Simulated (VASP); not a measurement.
# C (I4_1/amd) in VASP: G0W0 quasiparticle levels with PBE

Aim: the G0W0 quasiparticle levels of C with PBE.

All numbers are computed with VASP 6.6.1; they aren't measurements. Logs are shortened: lines on timing, memory, paths and dates and some standing lists are left out, and cuts for length are marked.

## Step 1: The cell of the first run

The structure is tetragonal, space group I4_1/amd (No. 141). The conventional cell has a = 2.517 Å, b = 2.517 Å, c = 3.382 Å, α = 90.00°, β = 90.00°, γ = 90.00°. C (site symmetry -4m2) has 4 C at 1.52 Å within 2.0 Å.

## Step 2: G0W0 quasiparticle levels, PBE

The input, POSCAR:

```
C
1.0
    0.0000000000      1.7801241434      1.6911179363
    1.7801241434      0.0000000000      1.6911179363
    1.7801241434      1.7801241434      0.0000000000
C
2
Direct
    0.0000000000      0.0000000000      0.0000000000
    0.2500000000      0.2500000000      0.2500000000
```

The input, INCAR.step1:

```
PREC = Accurate
ENCUT = 500
EDIFF = 1E-8
ISMEAR = 0
SIGMA = 0.01
LREAL = F
LASPH = T
NELM = 80
ALGO = Normal
LWAVE = T
LCHARG = F
GGA = PE
```

The input, INCAR.step2:

```
PREC = Accurate
ENCUT = 500
EDIFF = 1E-8
ISMEAR = 0
SIGMA = 0.01
LREAL = F
LASPH = T
NELM = 1
ALGO = Exact
LWAVE = T
LCHARG = F
GGA = PE
NBANDS = 48
LOPTICS = T
ISTART = 1
```

The input, INCAR.step3:

```
PREC = Accurate
ENCUT = 500
EDIFF = 1E-8
ISMEAR = 0
SIGMA = 0.01
LREAL = F
LASPH = T
ALGO = EVGW0
LWAVE = F
LCHARG = F
GGA = PE
NELMGW = 1
NBANDS = 48
ENCUTGW = 150.0
NOMEGA = 96
PRECFOCK = Fast
ISTART = 1
NBANDSGW = 12
OMEGAMAX = 30
```

The input, KPOINTS:

```
regular mesh
0
Gamma
  6 6 6
```

Potentials or basis: VASP PAW PBE potentials, release 64 (C_GW).

On the command line:

```
$ cat potpaw_PBE.64/C_GW/POTCAR > POTCAR
$ cp INCAR.step1 INCAR
$ mpirun -np 1 vasp_std > vasp.out
$ cp INCAR.step2 INCAR
$ mpirun -np 1 vasp_std > vasp.out
$ cp INCAR.step3 INCAR
$ mpirun -np 1 vasp_std > vasp.out
```

OUTCAR:

```text
PREC = Accurate
   ENCUT = 500
   EDIFF = 1E-8
   ISMEAR = 0
   LREAL = F
   LASPH = T
   GGA = PE
   NELMGW = 1
   ENCUTGW = 150.0
   PRECFOCK = Fast
   ISTART = 1

 ion  position               nearest neighbor table
   1  0.000  0.000  0.000-   2 1.52   2 1.52   2 1.52   2 1.52
   2  0.250  0.250  0.250-   1 1.52   1 1.52   1 1.52   1 1.52

  LATTYP: Found a body centered tetragonal cell.
 ALAT       =     2.5174757063
 C/A-ratio  =     1.3435028843

  Lattice vectors:

 A1 = (   0.0000000000,  -1.7801241434,  -1.6911179363)
 A2 = (   0.0000000000,   1.7801241434,  -1.6911179363)
 A3 = (   1.7801241434,   0.0000000000,   1.6911179363)

Analysis of symmetry for initial positions (statically):
=====================================================================
 Subroutine PRICEL returns:
 Original cell was already a primitive cell.

 Routine SETGRP: Setting up the symmetry group for a
 body centered tetragonal supercell.

 Subroutine GETGRP returns: Found 16 space group operations
 (whereof  8 operations were pure point group operations)
 out of a pool of 16 trial point group operations.

The static configuration has the point symmetry D_2d.
 The point group associated with its full space group is D_4h.

Analysis of symmetry for dynamics (positions and initial velocities):
=====================================================================
 Subroutine PRICEL returns:
 Original cell was already a primitive cell.

 Routine SETGRP: Setting up the symmetry group for a
 body centered tetragonal supercell.

 Subroutine GETGRP returns: Found 16 space group operations
 (whereof  8 operations were pure point group operations)
 out of a pool of 16 trial point group operations.

The dynamic configuration has the point symmetry D_2d.
 The point group associated with its full space group is D_4h.

 Subroutine INISYM returns: Found 16 space group operations
 (whereof  8 operations are pure point group operations),
 and found     1 'primitive' translations

----------------------------------------------------------------------------------------

                                     Primitive cell

  volume of cell :      10.7178

  direct lattice vectors                    reciprocal lattice vectors
     0.000000000  1.780124143  1.691117936    -0.280879287  0.280879287  0.295662407
     1.780124143  0.000000000  1.691117936     0.280879287 -0.280879287  0.295662407
     1.780124143  1.780124143  0.000000000     0.280879287  0.280879287 -0.295662407

  length of vectors
     2.455345564  2.455345564  2.517475706     0.495179368  0.495179368  0.495179368

  position of ions in fractional coordinates (direct lattice)
     0.000000000  0.000000000  0.000000000
     0.250000000  0.250000000  0.250000000

  ion indices of the primitive-cell ions
   primitive index   ion index
                 1           1
                 2           2

----------------------------------------------------------------------------------------

 KPOINTS: regular mesh

Automatic generation of k-mesh.
 Grid dimensions read from file:
 generate k-points for:    6    6    6

 Generating k-lattice:

  Cartesian coordinates                     Fractional coordinates (reciprocal lattice)
    -0.046813214  0.046813214  0.049277068     0.166666667  0.000000000  0.000000000
     0.046813214 -0.046813214  0.049277068     0.000000000  0.166666667  0.000000000
     0.046813214  0.046813214 -0.049277068     0.000000000  0.000000000  0.166666667

  Length of vectors
     0.082529895  0.082529895  0.082529895

  Shift w.r.t. Gamma in fractional coordinates (k-lattice)
     0.000000000  0.000000000  0.000000000

 Subroutine IBZKPT returns following result:
 ===========================================

 Found     30 irreducible k-points:

 Following reciprocal coordinates:
            Coordinates               Weight
  0.000000  0.000000  0.000000      1.000000
  0.166667 -0.000000  0.000000      8.000000
  0.333333 -0.000000  0.000000      8.000000
  0.500000  0.000000  0.000000      4.000000
  0.166667  0.166667  0.000000      2.000000
  0.333333  0.166667  0.000000      8.000000
[... 16 lines left out ...]
  0.333333  0.000000  0.333333      4.000000
  0.500000  0.000000  0.333333     16.000000
 [... further k-points ...]
   k-points           NKPTS =     30   k-points in BZ     NKDIM =    216   number of bands    NBANDS=     48
   number of dos      NEDOS =    301   number of ions     NIONS =      2
   total plane-waves  NPLWV =   5832
   dimension x,y,z NGX =    18 NGY =   18 NGZ =   18
   dimension x,y,z NGXF=    36 NGYF=   36 NGZF=   36
   ions per type =               2
   NGX,Y,Z   is equivalent  to a cutoff of  12.19, 12.19, 11.89 a.u.
   NGXF,Y,Z  is equivalent  to a cutoff of  24.37, 24.37, 23.77 a.u.
 SYSTEM =  unknown system
   PREC   = accura    normal or accurate (medium, high low for compatibility)
   ISTART =      1    job   : 0-new  1-cont  2-samecut
   ICHARG =      0    charge: 1-file 2-atom 10-const
   ISPIN  =      1    spin polarized calculation?
   LNONCOLLINEAR =      F non collinear calculations
   LSORBIT =      F    spin-orbit coupling
   LASPH  =      T    aspherical Exc in radial PAW
   ENCUT  =  500.0 eV  36.75 Ry    6.06 a.u.   4.48  4.48  4.59*2*pi/ulx,y,z
   NELM   =     60;   NELMIN=  2; NELMDL=  0     # of ELM steps
   EDIFF  = 0.1E-07   stopping-criterion for ELM
   LREAL  =      F    real-space projection
   EDIFFG = 0.1E-06   stopping-criterion for IOM
   NSW    =      0    number of steps for IOM
   IBRION =     -1    ionic relax: 0-MD 1-quasi-New 2-CG
   NFREE  =      0    steps in history (QN), initial steepest desc. (CG)
   ISIF   =      0    stress and relaxation
   ISYM   =      3    0-nonsym 1-usesym 2-fastsym
   POTIM  = 0.5000    time-step for ionic-motion
   TEBEG  =    0.0;   TEEND  =   0.0 temperature during run
   PSTRESS=    0.0 pullay stress
   NELECT =       8.0000    total number of electrons
   NUPDOWN=      -1.0000    fix difference up-down
   EMIN   =  10.00;   EMAX   =-10.00  energy-range for DOS
   EFERMI =   0.00;   METHOD = LEGACY
   ISMEAR =     0;   SIGMA  =   0.01  broadening in eV -4-tet -1-fermi 0-gaus
   EFERMI_NEDOS =   21; number of points for ismear=-14 and -15
   IALGO  =     38    algorithm
   IMIX   =      4    mixing-type and parameters
     AMIX     =   0.40;   BMIX     =  1.00
     AMIX_MAG =   1.60;   BMIX_MAG =  1.00
  volume/ion in A,a.u.               =       5.36        36.16
  Fermi-wavevector in a.u.,A,eV,Ry     =   1.485035  2.806309 30.005319  2.205329
  Thomas-Fermi vector in A             =   2.598497
   LORBIT       =      0    0 simple, 1 ext, 2 COOP (PROOUT), +10 PAW based schemes
   GGA     = PE    functional components
   LHFCALC =     T    Hartree Fock is set to
   PRECFOCK=fast      Normal, Fast or Accurate (Low or Medium for compatibility)
   ENCUT4O =  -1.0   cutoff for four orbital integrals eV
   NKREDX  =     1    reduce k-point grid by
   NKREDY  =     1    reduce k-point grid by
   NKREDZ  =     1    reduce k-point grid by
   AEXX    =    1.0000 exact exchange contribution
   HFSCREEN=    0.0000 screening length (either q_TF or 0.3 A-1)
   HFSCREENC=   0.0000 screening length for correlation (either q_TF or 0.3 A-1)
   ENCUTFOCK=  -1.0 apply spherical cutoff to Coloumb kernel
   IVDW    =     0    specifies the selected vdW correction
   LEPSILON=     F    determine dielectric tensor
   LRPA    =     F    only Hartree local field effects (RPA)
   LRPAFORCE           =     F    calculate RPA forces
   ENCUTGW             = 150.0    cutoff for response function in eV
   ENCUTGWSOFT         = 120.0    soft cutoff for Coulomb kernel in GW response function in eV
   ENCUTLF             =  -1.0    cutoff for local field effects
   NELMGW              =     1    number of iterations in solving QP/BSE equation
   NELMHF              =     1    number of iterations in the inner HF iteration
   NKREDLFX            =     1    NKREDLFY  =   1   NKREDLFZ  =   1
 non-spin polarized calculation
 Gauss-broadening in eV      SIGMA  =   0.01
  energy-cutoff  :      500.00
  volume of cell :       10.72
 maximum number of plane-waves:       290
 NGX is ok and might be reduce to    18
  NGX = 12; NGY = 12; NGZ = 12
   NGX =  9   NGY =  9   NGZ =  9
 maximum number of plane-waves:        59

 QP shifts <psi_nk| G(iteration)W_0 |psi_nk>: iteration 1
 for sc-GW calculations column KS-energies equals QP-energies in previous step
 and V_xc(KS)=  KS-energies - (<T + V_ion + V_H > + <T+V_H+V_ion>^1  + <V_x>^1)

 k-point   1 :       0.0000    0.0000    0.0000
  band No.  KS-energies  QP-energies   sigma(KS)   V_xc(KS)     V^pw_x(r,r')   Z            occupation Imag(sigma)

      1     -11.6439     -13.2125     -17.0301     -14.9590     -25.7825       0.7574       2.0000       1.3354
      2      10.3550       9.8436     -17.6483     -17.0325     -19.5337       0.8304       2.0000       0.0355
      3      10.3550       9.8436     -17.6483     -17.0325     -19.5337       0.8304       2.0000       0.0355
      4      11.1151      10.6268     -17.5295     -16.9406     -19.2797       0.8293       2.0000       0.0334
      5      15.9487      17.1563     -14.2790     -15.7383      -9.5713       0.8275       0.0000      -0.0566
      6      16.6021      17.8091     -14.2434     -15.6987      -9.4156       0.8294       0.0000      -0.0575
      7      16.6021      17.8091     -14.2434     -15.6987      -9.4156       0.8294       0.0000      -0.0575
      8      25.2201      26.3404     -15.0140     -16.4669      -7.6366       0.7711       0.0000      -0.1627
      9      30.6763      31.1059     -11.6463     -12.1764      -4.4601       0.8104       0.0000      -0.3226
     10      36.4101      37.5418     -12.7491     -14.1085      -6.1751       0.8324       0.0000      -0.4378
     11      37.8637      38.3996     -11.0740     -11.7199      -3.4216       0.8298       0.0000      -0.8539
     12      37.8637      38.3996     -11.0740     -11.7199      -3.4216       0.8298       0.0000      -0.8539

 k-point   2 :       0.1667   -0.0000    0.0000
  band No.  KS-energies  QP-energies   sigma(KS)   V_xc(KS)     V^pw_x(r,r')   Z            occupation Imag(sigma)
[... 353 lines left out ...]
      1      -4.9483      -6.2690     -17.2846     -15.5194     -24.1438       0.7482       2.0000       0.5008
      2      -0.0640      -1.3160     -17.7303     -16.1008     -23.0188       0.7683       2.0000       0.1746
      3       2.5754       1.5071     -16.6941     -15.3513     -20.6018       0.7955       2.0000       0.0901
      4       4.9323       4.0004     -17.2269     -16.0735     -20.6507       0.8080       2.0000       0.0668
      5      16.4559      17.2166     -13.1136     -14.0216      -8.1284       0.8378       0.0000      -0.0597
      6      19.6979      20.6156     -13.1312     -14.2409      -7.5295       0.8270       0.0000      -0.0750
      7      25.5645      27.1307     -14.5721     -16.5888      -7.1388       0.7766       0.0000      -0.1798
      8      26.9192      28.5131     -14.8394     -16.9189      -7.0046       0.7665       0.0000      -0.2189
      9      32.4030      33.6483     -13.6993     -15.2868      -5.5668       0.7845       0.0000      -0.4647
     10      34.7739      36.0609     -13.8523     -15.5069      -5.1394       0.7779       0.0000      -0.6417
     11      40.7800      41.7910     -12.4902     -13.7286      -4.7854       0.8163       0.0000      -0.8605
     12      45.2401      46.0207     -11.7673     -12.7260      -3.5424       0.8142       0.0000      -1.1390

 [... further k-points ...]
```

It took 72 s on 1 thread of Intel Xeon Platinum 8488C (Sapphire Rapids), shared host; peak memory 0.23 GiB.

What came out:

* Quasiparticle gap: 4.21 eV
* Least direct quasiparticle gap: 6.53 eV
* Band gap of the starting levels on the mesh: 2.97 eV
* Least direct gap of the starting levels on the mesh: 4.83 eV

Caveat: the k points lie up to 0.52 Å⁻¹ apart; bands, screening cutoff and mesh are small and nothing is extrapolated, so the quasiparticle values aren't converged.
